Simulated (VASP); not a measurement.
# C in VASP: further runs

The runs below take C through single point, with LDA.

Everything below comes from runs of VASP 6.6.1. Logs are shortened: lines on timing, memory, paths and dates and some standing lists are left out, and cuts for length are marked.

**1. The cell of the first run**

The cell holds a slab with vacuum, 4 atoms: a = 2.456 Å, b = 2.456 Å, c = 24.134 Å, α = 90.00°, β = 90.00°, γ = 120.00°.

**2. Single point, LDA**

INCAR

```
ALGO = Normal
EDIFF = 1E-7
ENCUT = 520
ISIF = 2
ISMEAR = -1
LASPH = True
LCHARG = False
LREAL = False
LWAVE = False
NBANDS = 16
NELM = 80
PREC = Accurate
SIGMA = 0.05
```

KPOINTS

```
k-points
0
Gamma
  12 12 2
```

POSCAR

```
C
1.0
    2.4562275060      0.0000000000      0.0000000000
   -1.2281137530      2.1271554177      0.0000000000
    0.0000000000      0.0000000000     24.1339601687
C
4
Direct
    0.6666666667      0.3333333333      0.5704754400
    0.3333333333      0.6666666667      0.4295245600
    0.0000000000      0.0000000000      0.4295312300
    0.0000000000      0.0000000000      0.5704687700
```

Potentials or basis: VASP PAW LDA potentials, release 64 (C).

Started as:

```
$ cat potpaw_LDA.64/C/POTCAR > POTCAR
$ mpirun -np 1 vasp_std > vasp.out
```

OUTCAR:

```text
EDIFF = 1E-7
   ENCUT = 520
   ISIF = 2
   ISMEAR = -1
   LASPH = True
   LREAL = False
   NELM = 80
   PREC = Accurate

 ion  position               nearest neighbor table
   1  0.667  0.333  0.570-   4 1.42   4 1.42   4 1.42
   2  0.333  0.667  0.430-   3 1.42   3 1.42   3 1.42
   3  0.000  0.000  0.430-   2 1.42   2 1.42   2 1.42
   4  0.000  0.000  0.570-   1 1.42   1 1.42   1 1.42

  LATTYP: Found a hexagonal cell.
 ALAT       =     2.4562275060
 C/A-ratio  =     9.8256208392

  Lattice vectors:

 A1 = (   2.4562275060,   0.0000000000,   0.0000000000)
 A2 = (  -1.2281137530,   2.1271554177,   0.0000000000)
 A3 = (   0.0000000000,   0.0000000000,  24.1339601687)

Analysis of symmetry for initial positions (statically):
=====================================================================
 Subroutine PRICEL returns:
 Original cell was already a primitive cell.

 Routine SETGRP: Setting up the symmetry group for a
 hexagonal supercell.

 Subroutine GETGRP returns: Found 12 space group operations
 (whereof 12 operations were pure point group operations)
 out of a pool of 24 trial point group operations.

The static configuration has the point symmetry D_3d.

Analysis of symmetry for dynamics (positions and initial velocities):
=====================================================================
 Subroutine PRICEL returns:
 Original cell was already a primitive cell.

 Routine SETGRP: Setting up the symmetry group for a
 hexagonal supercell.

 Subroutine GETGRP returns: Found 12 space group operations
 (whereof 12 operations were pure point group operations)
 out of a pool of 24 trial point group operations.

The dynamic configuration has the point symmetry D_3d.

 Subroutine INISYM returns: Found 12 space group operations
 (whereof 12 operations are pure point group operations),
 and found     1 'primitive' translations

----------------------------------------------------------------------------------------

                                     Primitive cell

  volume of cell :     126.0946

  direct lattice vectors                    reciprocal lattice vectors
     2.456227506  0.000000000  0.000000000     0.407128410  0.235055697  0.000000000
[... 82 lines left out ...]
   ISTART =      0    job   : 0-new  1-cont  2-samecut
   ICHARG =      2    charge: 1-file 2-atom 10-const
   ISPIN  =      1    spin polarized calculation?
   LNONCOLLINEAR =      F non collinear calculations
   LSORBIT =      F    spin-orbit coupling
   LASPH  =      T    aspherical Exc in radial PAW
   ENCUT  =  520.0 eV  38.22 Ry    6.18 a.u.   4.57  4.57 44.87*2*pi/ulx,y,z
   NELM   =     80;   NELMIN=  2; NELMDL= -5     # of ELM steps
   EDIFF  = 0.1E-06   stopping-criterion for ELM
   LREAL  =      F    real-space projection
   EDIFFG = 0.1E-05   stopping-criterion for IOM
   NSW    =      0    number of steps for IOM
   IBRION =     -1    ionic relax: 0-MD 1-quasi-New 2-CG
   NFREE  =      0    steps in history (QN), initial steepest desc. (CG)
   ISIF   =      2    stress and relaxation
   ISYM   =      2    0-nonsym 1-usesym 2-fastsym
   POTIM  = 0.5000    time-step for ionic-motion
   TEBEG  =    0.0;   TEEND  =   0.0 temperature during run
   PSTRESS=    0.0 pullay stress
   NELECT =      16.0000    total number of electrons
   NUPDOWN=      -1.0000    fix difference up-down
   EMIN   =  10.00;   EMAX   =-10.00  energy-range for DOS
   EFERMI =   0.00;   METHOD = LEGACY
   ISMEAR =    -1;   SIGMA  =   0.05  broadening in eV -4-tet -1-fermi 0-gaus
   EFERMI_NEDOS =   21; number of points for ismear=-14 and -15
   IALGO  =     38    algorithm
   IMIX   =      4    mixing-type and parameters
     AMIX     =   0.40;   BMIX     =  1.00
     AMIX_MAG =   1.60;   BMIX_MAG =  1.00
  volume/ion in A,a.u.               =      31.52       212.73
  Fermi-wavevector in a.u.,A,eV,Ry     =   0.822652  1.554586  9.207823  0.676756
  Thomas-Fermi vector in A             =   1.934024
   LORBIT       =      0    0 simple, 1 ext, 2 COOP (PROOUT), +10 PAW based schemes
   GGA     = CA    functional components
   LHFCALC =     F    Hartree Fock is set to
   AEXX    =    0.0000 exact exchange contribution
   IVDW    =     0    specifies the selected vdW correction
   LEPSILON=     F    determine dielectric tensor
   LRPA    =     F    only Hartree local field effects (RPA)
 non-spin polarized calculation
  energy-cutoff  :      520.00
  volume of cell :      126.09
 maximum number of plane-waves:      3452
   NGX =  9   NGY =  9   NGZ = 89

 number of electron      15.9999996 magnetization

 Free energy of the ion-electron system (eV)
  ---------------------------------------------------
  ext. energy  EPLUGINS =         0.00000000
  ---------------------------------------------------
  free energy    TOTEN  =       -40.39087881 eV

  energy without entropy =      -40.38891949  energy(sigma->0) =      -40.38989915

 E-fermi :  -1.9884     XC(G=0):  -3.3433

 val. band max:       -1.9884913689   @ k =   0.3333   0.3333   0.5000
 cond. band min:      -1.6585740186   @ k =   0.3333   0.3333   0.0000
 fundamental gap:      0.3299173503
 Fermi energy:        -1.9884376148

 k-point     1 :       0.0000    0.0000    0.0000
  band No.  band energies     occupation
      1     -21.4345      2.00000
      2     -21.2906      2.00000
      3     -10.1644      2.00000
      4      -9.2135      2.00000
      5      -5.0040      2.00000
      6      -5.0040      2.00000
[... 433 lines left out ...]
      3     -11.5506      2.00000
      4     -11.4889      2.00000
      5      -7.7784      2.00000
      6      -7.7554      2.00000
[... 8 lines left out ...]
     15       6.4346      0.00000
     16       6.7135      0.00000

 [... further k-points ...]
[... 5 lines left out ...]
  --------------------------------------------------------------------------------------
  -------------------------------------------------------------------------------------
  Total       -0.9994509     -0.9994509     -0.1154853      0.0000000      0.0000000      0.0000000
  in kB      -12.6991785    -12.6991785     -1.4673740      0.0000000      0.0000000      0.0000000
  external PRESSURE =      -8.9552437 kB  Pullay stress =       0.0000000 kB

 VOLUME and BASIS-vectors are now :
 -----------------------------------------------------------------------------
  energy-cutoff  :      520.00
  volume of cell :      126.09
      direct lattice vectors                 reciprocal lattice vectors
     2.456227506  0.000000000  0.000000000     0.407128410  0.235055697  0.000000000
    -1.228113753  2.127155418  0.000000000     0.000000000  0.470111395  0.000000000
     0.000000000  0.000000000 24.133960169     0.000000000  0.000000000  0.041435388

 POSITION                                       TOTAL-FORCE (eV/Angst)
 -----------------------------------------------------------------------------------
      1.22811      0.70905     13.76783         0.000000     -0.000000     -0.002824
     -0.00000      1.41810     10.36613        -0.000000      0.000000      0.002824
      0.00000      0.00000     10.36629        -0.000000      0.000000      0.023101
      0.00000      0.00000     13.76767         0.000000     -0.000000     -0.023101
 -----------------------------------------------------------------------------------
    total drift:                               -0.000000      0.000000      0.000000

  FREE ENERGIE OF THE ION-ELECTRON SYSTEM (eV)
  ---------------------------------------------------
  free  energy   TOTEN  =       -40.3908788130 eV

  energy  without entropy=      -40.3889194933  energy(sigma->0) =      -40.38989915
```

OSZICAR:

```text
N       E                     dE             d eps       ncg     rms          rms(c)
DAV:   1     0.104708474253E+03    0.10471E+03   -0.63782E+03  1232   0.780E+02
DAV:   2    -0.318776097809E+02   -0.13659E+03   -0.12063E+03  1744   0.186E+02
DAV:   3    -0.430423882914E+02   -0.11165E+02   -0.11058E+02  1624   0.600E+01
[... 15 lines left out ...]
DAV:  19    -0.403908780916E+02   -0.10236E-05   -0.21462E-08  1120   0.686E-04    0.131E-04
DAV:  20    -0.403908783973E+02   -0.30566E-06   -0.24976E-09  1240   0.281E-04    0.317E-04
DAV:  21    -0.403908786055E+02   -0.20823E-06   -0.22763E-09  1112   0.215E-04    0.447E-05
DAV:  22    -0.403908787493E+02   -0.14374E-06   -0.45806E-10  1144   0.130E-04    0.458E-05
DAV:  23    -0.403908788130E+02   -0.63730E-07   -0.19272E-10  1024   0.818E-05
   1 F= -.40390879E+02 E0= -.40389899E+02  d E =-.195932E-02
```

stdout:

```text
POSCAR found type information on POSCAR C
 POSCAR found :  1 types and       4 ions
 scaLAPACK will be used
 LDA part: xc-table for (Slater(with rela. corr.)+CA(PZ))
 , standard interpolation
 POSCAR, INCAR and KPOINTS ok, starting setup
 FFT: planning ... GRIDC
 FFT: planning ... GRID_SOFT
 FFT: planning ... GRID
 WAVECAR not read
 entering main loop
```

Wall time 1.8 min (1 thread of Intel Xeon Platinum 8488C (Sapphire Rapids), shared host); peak memory 0.21 GiB.

What came out:

- Free energy: -40.3909 eV
- Largest force: 0.023 eV/Å
- Band gap on the k mesh: zero (filled and empty bands touch)

Forces in eV/Å, atoms in the order of the input:
```
C    0.000  0.000 -0.003
C    0.000  0.000  0.003
C    0.000  0.000  0.023
C    0.000  0.000 -0.023
```

Levels at points of the mesh, in eV from the Fermi level:
```csv
k point,band 4,band 5,band 6,band 7,band 8,band 9,band 10,band 11,band 12,band 13
"(0.00, 0.00, 0.00)",-7.23,-3.02,-3.02,-3.01,-3.01,3.46,4.00,4.66,5.33,5.61
"(0.50, 0.00, 0.00)",-13.18,-6.43,-6.41,-2.56,-2.22,1.49,1.84,7.49,7.68,11.14
"(0.00, 0.00, 0.50)",-7.23,-3.02,-3.02,-3.01,-3.01,3.46,3.99,4.75,5.07,6.11
"(0.50, 0.00, 0.50)",-13.18,-6.43,-6.41,-2.56,-2.22,1.49,1.84,7.49,7.68,11.14
```

**3. Single point, LDA**

This run uses another cell than the first one.

INCAR

```
PREC = Accurate
ENCUT = 520
EDIFF = 1E-6
ISMEAR = -1
SIGMA = 0.05
LREAL = F
LASPH = T
NELM = 80
ALGO = Normal
ISIF = 2
LWAVE = F
LCHARG = F
NBANDS = 16
```

KPOINTS

```
regular mesh
0
Gamma
  12 12 2
```

POSCAR

```
C
1.0
    2.4724943874      0.0000000000      0.0000000000
   -1.2362471937      2.1412429502      0.0000000000
    0.0000000000      0.0000000000     24.2937923774
C
4
Direct
    0.6666666667      0.3333333333      0.5704754400
    0.3333333333      0.6666666667      0.4295245600
    0.0000000000      0.0000000000      0.4295312300
    0.0000000000      0.0000000000      0.5704687700
```

Potentials or basis: VASP PAW LDA potentials, release 64 (C).

Started as:

```
$ cat potpaw_LDA.64/C/POTCAR > POTCAR
$ mpirun -np 1 vasp_std > vasp.out
```

Run time: 1.7 min. Hardware: 1 thread of Intel Xeon Platinum 8488C (Sapphire Rapids), shared host; peak memory 0.21 GiB.

The run converged. Its results:

```
Free energy            : -40.3658 eV
Largest force          : 0.025 eV/Å
Band gap on the k mesh : zero (filled and empty bands touch)
```

Forces in eV/Å, atoms in the order of the input:
```
C    0.000  0.000 -0.005
C    0.000  0.000  0.005
C    0.000  0.000  0.025
C    0.000  0.000 -0.025
```

Levels at points of the mesh, in eV from the Fermi level:
```csv
k point,band 5,band 6,band 7,band 8,band 9,band 10,band 11,band 12
"(0.00, 0.00, 0.00)",-3.02,-3.02,-3.02,-3.02,3.52,4.06,4.63,5.33
"(0.50, 0.00, 0.00)",-6.38,-6.35,-2.51,-2.18,1.48,1.83,7.29,7.47
"(0.00, 0.00, 0.50)",-3.02,-3.02,-3.02,-3.02,3.52,4.05,4.70,5.10
"(0.50, 0.00, 0.50)",-6.38,-6.35,-2.51,-2.18,1.48,1.83,7.29,7.47
```
